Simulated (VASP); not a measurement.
# MgH2 (Fm-3m) in VASP: notebook

The runs below take MgH2 through single point, relaxation of cell and atoms, with r2SCAN.

All numbers are computed with VASP 6.6.1; they aren't measurements. Logs are shortened: lines on timing, memory, paths and dates and some standing lists are left out, and cuts for length are marked.

## Step 1: The cell of the first run

It takes space group Fm-3m (No. 225, cubic). Conventional cell: a = 4.730 Å, b = 4.730 Å, c = 4.730 Å, α = 90.00°, β = 90.00°, γ = 90.00°. Within 2.7 Å of Mg (site symmetry m-3m) lie 8 H at 2.05 Å. H (site symmetry -43m) has 4 Mg at 2.05 Å and 6 H at 2.36 Å within 2.7 Å.

## Step 2: Single point, r2SCAN

The input, POSCAR:

```
MgH2
1.0
    0.0000000000      2.3649613284      2.3649613284
    2.3649613284      0.0000000000      2.3649613284
    2.3649613284      2.3649613284      0.0000000000
Mg H
1 2
Direct
    0.0000000000      0.0000000000      0.0000000000
    0.2500000000      0.2500000000      0.2500000000
    0.7500000000      0.7500000000      0.7500000000
```

The input, INCAR.step1:

```
SYSTEM = MgH2
  ALGO = Normal
  EDIFF = 1E-4
  ENCUT = 520
  GGA = PE
  ISMEAR = -1
  LASPH = .True.
  LCHARG = .False.
  LREAL = .False.
  LWAVE = .True.
  NBANDS = 9
  NELM = 80
  PREC = Accurate
  SIGMA = 0.02
```

The input, INCAR.step2:

```
SYSTEM = MgH2
  ALGO = Normal
  EDIFF = 1E-6
  ENCUT = 520
  ISIF = 2
  ISMEAR = -1
  ISTART = 1
  LASPH = .True.
  LCHARG = .True.
  LELF = .True.
  LMIXTAU = .True.
  LREAL = .False.
  LVHAR = .True.
  LWAVE = .False.
  METAGGA = R2SCAN
  NBANDS = 9
  NELM = 80
  PREC = Accurate
  SIGMA = 0.02
```

The input, KPOINTS:

```
k-points
0
Gamma
  10 10 10
  0 0 0
```

Potentials or basis: VASP PAW PBE potentials, release 64 (Mg, H).

The run is started by

```bash
$ cat potpaw_PBE.64/Mg/POTCAR potpaw_PBE.64/H/POTCAR > POTCAR
$ cp INCAR.step1 INCAR
$ mpirun -np 1 vasp_std > vasp.out
$ cp INCAR.step2 INCAR
$ mpirun -np 1 vasp_std > vasp.out
```

OUTCAR:

```text
SYSTEM = MgH2
   EDIFF = 1E-6
   ENCUT = 520
   ISIF = 2
   ISMEAR = -1
   ISTART = 1
   LASPH = .True.
   LREAL = .False.
   METAGGA = R2SCAN
   NELM = 80
   PREC = Accurate

 ion  position               nearest neighbor table
   1  0.000  0.000  0.000-   2 2.05   3 2.05   3 2.05   3 2.05   3 2.05   2 2.05   2 2.05   2 2.05

   2  0.250  0.250  0.250-   1 2.05   1 2.05   1 2.05   1 2.05
   3  0.750  0.750  0.750-   1 2.05   1 2.05   1 2.05   1 2.05

  LATTYP: Found a face centered cubic cell.
 ALAT       =     4.7299226568

  Lattice vectors:

 A1 = (   0.0000000000,   2.3649613284,   2.3649613284)
 A2 = (   2.3649613284,   0.0000000000,   2.3649613284)
 A3 = (   2.3649613284,   2.3649613284,   0.0000000000)

Analysis of symmetry for initial positions (statically):
=====================================================================
 Subroutine PRICEL returns:
 Original cell was already a primitive cell.

 Routine SETGRP: Setting up the symmetry group for a
 face centered cubic supercell.

 Subroutine GETGRP returns: Found 48 space group operations
 (whereof 48 operations were pure point group operations)
 out of a pool of 48 trial point group operations.

The static configuration has the point symmetry O_h .

Analysis of symmetry for dynamics (positions and initial velocities):
=====================================================================
 Subroutine PRICEL returns:
 Original cell was already a primitive cell.

 Routine SETGRP: Setting up the symmetry group for a
 face centered cubic supercell.

 Subroutine GETGRP returns: Found 48 space group operations
 (whereof 48 operations were pure point group operations)
 out of a pool of 48 trial point group operations.

The dynamic configuration has the point symmetry O_h .

 Subroutine INISYM returns: Found 48 space group operations
 (whereof 48 operations are pure point group operations),
 and found     1 'primitive' translations

----------------------------------------------------------------------------------------

                                     Primitive cell

  volume of cell :      26.4547

  direct lattice vectors                    reciprocal lattice vectors
     0.000000000  2.364961328  2.364961328    -0.211419948  0.211419948  0.211419948
     2.364961328  0.000000000  2.364961328     0.211419948 -0.211419948  0.211419948
     2.364961328  2.364961328  0.000000000     0.211419948  0.211419948 -0.211419948

  length of vectors
     3.344560385  3.344560385  3.344560385     0.366190091  0.366190091  0.366190091

  position of ions in fractional coordinates (direct lattice)
     0.000000000  0.000000000  0.000000000
     0.250000000  0.250000000  0.250000000
     0.750000000  0.750000000  0.750000000

  ion indices of the primitive-cell ions
   primitive index   ion index
                 1           1
                 2           2
                 3           3

----------------------------------------------------------------------------------------

 KPOINTS: k-points

Automatic generation of k-mesh.
 Grid dimensions read from file:
 generate k-points for:   10   10   10

 Generating k-lattice:

  Cartesian coordinates                     Fractional coordinates (reciprocal lattice)
    -0.021141995  0.021141995  0.021141995     0.100000000  0.000000000  0.000000000
     0.021141995 -0.021141995  0.021141995     0.000000000  0.100000000  0.000000000
     0.021141995  0.021141995 -0.021141995     0.000000000  0.000000000  0.100000000

  Length of vectors
     0.036619009  0.036619009  0.036619009

  Shift w.r.t. Gamma in fractional coordinates (k-lattice)
     0.000000000  0.000000000  0.000000000

 Subroutine IBZKPT returns following result:
 ===========================================

 Found     47 irreducible k-points:

 Following reciprocal coordinates:
            Coordinates               Weight
  0.000000  0.000000  0.000000      1.000000
  0.100000  0.000000  0.000000      8.000000
  0.200000  0.000000  0.000000      8.000000
  0.300000  0.000000  0.000000      8.000000
  0.400000  0.000000  0.000000      8.000000
  0.500000  0.000000  0.000000      4.000000
[... 16 lines left out ...]
  0.300000  0.300000  0.000000      6.000000
  0.400000  0.300000  0.000000     24.000000
 [... further k-points ...]
   k-points           NKPTS =     47   k-points in BZ     NKDIM =     47   number of bands    NBANDS=      9
   number of dos      NEDOS =    301   number of ions     NIONS =      3
   total plane-waves  NPLWV =  21952
   dimension x,y,z NGX =    28 NGY =   28 NGZ =   28
   dimension x,y,z NGXF=    56 NGYF=   56 NGZF=   56
   ions per type =               1   2
   NGX,Y,Z   is equivalent  to a cutoff of  13.92, 13.92, 13.92 a.u.
   NGXF,Y,Z  is equivalent  to a cutoff of  27.84, 27.84, 27.84 a.u.
 SYSTEM =  MgH2
   PREC   = accura    normal or accurate (medium, high low for compatibility)
   ISTART =      1    job   : 0-new  1-cont  2-samecut
   ICHARG =      0    charge: 1-file 2-atom 10-const
   ISPIN  =      1    spin polarized calculation?
   LNONCOLLINEAR =      F non collinear calculations
   LSORBIT =      F    spin-orbit coupling
   LASPH  =      T    aspherical Exc in radial PAW
   ENCUT  =  520.0 eV  38.22 Ry    6.18 a.u.   6.22  6.22  6.22*2*pi/ulx,y,z
   NELM   =     80;   NELMIN=  2; NELMDL=  0     # of ELM steps
   EDIFF  = 0.1E-05   stopping-criterion for ELM
   LREAL  =      F    real-space projection
   EDIFFG = 0.1E-04   stopping-criterion for IOM
   NSW    =      0    number of steps for IOM
   IBRION =     -1    ionic relax: 0-MD 1-quasi-New 2-CG
   NFREE  =      0    steps in history (QN), initial steepest desc. (CG)
   ISIF   =      2    stress and relaxation
   ISYM   =      2    0-nonsym 1-usesym 2-fastsym
   POTIM  = 0.5000    time-step for ionic-motion
   TEBEG  =    0.0;   TEEND  =   0.0 temperature during run
   PSTRESS=    0.0 pullay stress
   NELECT =       4.0000    total number of electrons
   NUPDOWN=      -1.0000    fix difference up-down
   EMIN   =  10.00;   EMAX   =-10.00  energy-range for DOS
   EFERMI =   0.00;   METHOD = LEGACY
   ISMEAR =    -1;   SIGMA  =   0.02  broadening in eV -4-tet -1-fermi 0-gaus
   EFERMI_NEDOS =   21; number of points for ismear=-14 and -15
   IALGO  =     38    algorithm
   IMIX   =      4    mixing-type and parameters
     AMIX     =   0.40;   BMIX     =  1.00
     AMIX_MAG =   1.60;   BMIX_MAG =  1.00
  volume/ion in A,a.u.               =       8.82        59.51
  Fermi-wavevector in a.u.,A,eV,Ry     =   0.872156  1.648136 10.349352  0.760656
  Thomas-Fermi vector in A             =   1.991365
   LORBIT       =      0    0 simple, 1 ext, 2 COOP (PROOUT), +10 PAW based schemes
   METAGGA = R2SCAN    functional components
   LHFCALC =     F    Hartree Fock is set to
   AEXX    =    0.0000 exact exchange contribution
   IVDW    =     0    specifies the selected vdW correction
   LEPSILON=     F    determine dielectric tensor
   LRPA    =     F    only Hartree local field effects (RPA)
 non-spin polarized calculation
  energy-cutoff  :      520.00
  volume of cell :       26.45
 maximum number of plane-waves:       728
 NGX is ok and might be reduce to    28
   NGX = 13   NGY = 13   NGZ = 13

 number of electron       4.0000000 magnetization

 Free energy of the ion-electron system (eV)
  ---------------------------------------------------
  ext. energy  EPLUGINS =         0.00000000
  ---------------------------------------------------
  free energy    TOTEN  =       -11.52442297 eV

  energy without entropy =      -11.52430318  energy(sigma->0) =      -11.52436307

 E-fermi :   3.3135     XC(G=0):  -9.3569

 val. band max:        3.2431004774   @ k =  -0.4000   0.5000   0.1000
 cond. band min:       3.3705188131   @ k =   0.1000   0.1000   0.0000
 fundamental gap:      0.1274183357
 Fermi energy:         3.3134600217

 k-point     1 :       0.0000    0.0000    0.0000
  band No.  band energies     occupation
      1      -7.4505      2.00000
      2       3.9034      0.00000
      3      12.8483      0.00000
      4      12.8484      0.00000
      5      12.8484      0.00000
      6      16.1174      0.00000
      7      16.1174      0.00000
      8      16.1174      0.00000
      9      16.7194      0.00000

 k-point     2 :       0.1000    0.0000    0.0000
  band No.  band energies     occupation
      1      -7.2594      2.00000
      2       3.4607      0.00127
      3      12.0942      0.00000
      4      12.6327      0.00000
      5      12.6327      0.00000
      6      15.8194      0.00000
      7      16.6692      0.00000
      8      16.6692      0.00000
      9      17.1452      0.00000

 k-point     3 :       0.2000    0.0000    0.0000
  band No.  band energies     occupation
      1      -6.6918      2.00000
      2       2.2547      2.00000
      3      11.0331      0.00000
      4      12.2950      0.00000
      5      12.2950      0.00000
      6      14.3175      0.00000
      7      16.3937      0.00000
      8      16.3937      0.00000
      9      18.2557      0.00000

 k-point     4 :       0.3000    0.0000    0.0000
  band No.  band energies     occupation
      1      -5.7644      2.00000
      2       0.5877      2.00000
      3      10.4012      0.00000
      4      12.1471      0.00000
      5      12.1471      0.00000
      6      12.8648      0.00000
      7      14.8557      0.00000
      8      14.8557      0.00000
      9      20.1899      0.00000
[... 205 lines left out ...]
 k-point    22 :      -0.2000    0.2000    0.0000
  band No.  band energies     occupation
      1      -5.4697      2.00000
      2       0.6296      2.00000
      3       7.6050      0.00000
      4      11.2356      0.00000
      5      12.6789      0.00000
      6      13.1802      0.00000
      7      15.0515      0.00000
      8      17.9126      0.00000
      9      19.2697      0.00000

 k-point    23 :       0.3000    0.3000    0.0000
  band No.  band energies     occupation
      1      -5.2738      2.00000
      2       1.2928      2.00000
      3       7.1666      0.00000
      4       9.1210      0.00000
      5       9.1210      0.00000
      6      12.9759      0.00000
      7      19.9765      0.00000
      8      20.1999      0.00000
      9      22.4248      0.00000

 k-point    24 :       0.4000    0.3000    0.0000
  band No.  band energies     occupation
      1      -4.4609      2.00000
      2       0.5965      2.00000
      3       5.7116      0.00000
      4       8.4953      0.00000
      5       8.8368      0.00000
      6      13.4314      0.00000
      7      19.2891      0.00000
      8      21.1984      0.00000
      9      21.6361      0.00000

 [... further k-points ...]

------------------------ aborting loop because EDIFF is reached ----------------------------------------

  FORCE on cell =-STRESS in cart. coord.  units (eV):
  Direction    XX          YY          ZZ          XY          YZ          ZX
  --------------------------------------------------------------------------------------
  -------------------------------------------------------------------------------------
  Total       -0.1343409     -0.1343409     -0.1343409     -0.0000000     -0.0000000      0.0000000
  in kB       -8.1361081     -8.1361081     -8.1361081     -0.0000000     -0.0000000      0.0000000
  external PRESSURE =      -8.1361081 kB  Pullay stress =       0.0000000 kB

 VOLUME and BASIS-vectors are now :
 -----------------------------------------------------------------------------
  energy-cutoff  :      520.00
  volume of cell :       26.45
      direct lattice vectors                 reciprocal lattice vectors
     0.000000000  2.364961328  2.364961328    -0.211419948  0.211419948  0.211419948
     2.364961328  0.000000000  2.364961328     0.211419948 -0.211419948  0.211419948
     2.364961328  2.364961328  0.000000000     0.211419948  0.211419948 -0.211419948

 POSITION                                       TOTAL-FORCE (eV/Angst)
 -----------------------------------------------------------------------------------
      0.00000      0.00000      0.00000         0.000000     -0.000000      0.000000
      1.18248      1.18248      1.18248         0.000000      0.000000      0.000000
      3.54744      3.54744      3.54744        -0.000000     -0.000000     -0.000000
 -----------------------------------------------------------------------------------
    total drift:                                0.000000      0.000000      0.000000

  FREE ENERGIE OF THE ION-ELECTRON SYSTEM (eV)
  ---------------------------------------------------
  free  energy   TOTEN  =       -11.5244229711 eV

  energy  without entropy=      -11.5243031783  energy(sigma->0) =      -11.52436307
```

Wall time 96 s (1 thread of Intel Xeon Platinum 8259CL at 2.50GHz (Skylake/Cascade Lake), shared host); peak memory 0.17 GiB.

Results:

| Quantity | Value |
| --- | --- |
| Free energy | -11.5244 eV |
| Pressure | -0.8 GPa |
| Band gap on the k mesh | zero (bands 2 and 3 overlap by 0.93 eV) |

Caveat: the structure was generated, so it needn't be the stable form of MgH2; the PAW data sets were made with another functional, which shifts forces and pressure a little.

## Step 3: Relaxation of cell and atoms, r2SCAN

This run uses another cell than the first one, of 8.98 Å³/atom.

The input, POSCAR:

```
MgH2
1.0
    0.0000000000      2.3795668897      2.3795668897
    2.3795668897      0.0000000000      2.3795668897
    2.3795668897      2.3795668897      0.0000000000
Mg H
1 2
Direct
    0.0000000000      0.0000000000      0.0000000000
    0.2500000000      0.2500000000      0.2500000000
    0.7500000000      0.7500000000      0.7500000000
```

The input, INCAR.step1:

```
ALGO     = Normal         # electronic algorithm
EDIFF    = 1E-4           # SCF threshold, eV
ENCUT    = 600            # plane-wave cutoff, eV
GGA      = PE             # functional
ISMEAR   = -1             # smearing method
LASPH    = T              # aspherical terms in the spheres
LCHARG   = F              # write CHGCAR
LREAL    = F              # projectors in reciprocal space
LWAVE    = T              # write WAVECAR
NELM     = 100            # most SCF steps
PREC     = Accurate       # precision mode
SIGMA    = 0.02           # smearing width, eV
```

The input, INCAR.step2:

```
ALGO     = Normal         # electronic algorithm
EDIFF    = 1E-7           # SCF threshold, eV
EDIFFG   = -0.005         # ionic threshold
ENCUT    = 600            # plane-wave cutoff, eV
IBRION   = 2              # ionic algorithm
ISIF     = 3              # what is computed and relaxed
ISMEAR   = -1             # smearing method
ISTART   = 1            
LASPH    = T              # aspherical terms in the spheres
LCHARG   = F              # write CHGCAR
LMIXTAU  = T            
LREAL    = F              # projectors in reciprocal space
LWAVE    = F              # write WAVECAR
METAGGA  = R2SCAN         # meta-GGA
NELM     = 100            # most SCF steps
NSW      = 80             # ionic steps
PREC     = Accurate       # precision mode
SIGMA    = 0.02           # smearing width, eV
```

The input, KPOINTS:

```
k-points
0
Gamma
  8 8 8
```

Potentials or basis: VASP PAW PBE potentials, release 64 (Mg, H).

The run is started by

```bash
$ cat potpaw_PBE.64/Mg/POTCAR potpaw_PBE.64/H/POTCAR > POTCAR
$ cp INCAR.step1 INCAR
$ mpirun -np 1 vasp_std > vasp.out
$ cp INCAR.step2 INCAR
$ mpirun -np 1 vasp_std > vasp.out
```

Run time: 2.6 min. Hardware: 1 thread of Intel Xeon Platinum 8259CL at 2.50GHz (Skylake/Cascade Lake), shared host; peak memory 0.17 GiB.

The run converged. Its results:

| Quantity | Value |
| --- | --- |
| Free energy | -11.5250 eV |
| Relaxed volume | 8.75 Å³/atom |
| Relaxed cell | a = 3.336 Å, b = 3.336 Å, c = 3.336 Å, α = 60.00°, β = 60.00°, γ = 60.00° |
| Space group after relaxing (to 0.1 Å) | Fm-3m (No. 225) |
| Energy gained by relaxing | 1.2 meV/atom |
| Ionic steps | 4 |
| Pressure after relaxing | 0.0 GPa |
| Band gap on the k mesh | zero (bands 2 and 3 overlap by 0.96 eV) |

Step by step:
```csv
step,energy change (eV),largest force (eV/Å),pressure (GPa),volume (Å³)
1,0.0000,0.0000,-1.60,26.95
2,-0.0027,0.0000,-0.82,26.60
3,-0.0035,0.0000,-0.10,26.30
4,-0.0036,0.0000,0.00,26.26
```

Final structure:
```yaml
crystal:
  lattice:
    - [0.00000, 2.35906, 2.35906]
    - [2.35906, 0.00000, 2.35906]
    - [2.35906, 2.35906, 0.00000]
  atoms:
    - { symbol: Mg, position: [0.00000, 0.00000, 0.00000] }
    - { symbol: H, position: [0.25000, 0.25000, 0.25000] }
    - { symbol: H, position: [0.75000, 0.75000, 0.75000] }
```

Levels at points of the mesh, in eV from the Fermi level:
```
           k point  band 1  band 2  band 3  band 4  band 5  band 6
(0.00, 0.00, 0.00)  -10.76    0.67    9.62    9.62    9.62   12.92
(0.50, 0.00, 0.00)   -6.28   -6.22    7.12    7.98    9.42    9.42
(0.50, 0.50, 0.00)   -6.38   -2.86   -0.29    4.94    4.94    8.74
```

Caveat: the structure was generated, so it needn't be the stable form of MgH2; the PAW data sets were made with another functional, which shifts forces and pressure a little.

The gap in the log of VASP goes by the Fermi energy; the results here count the filled bands.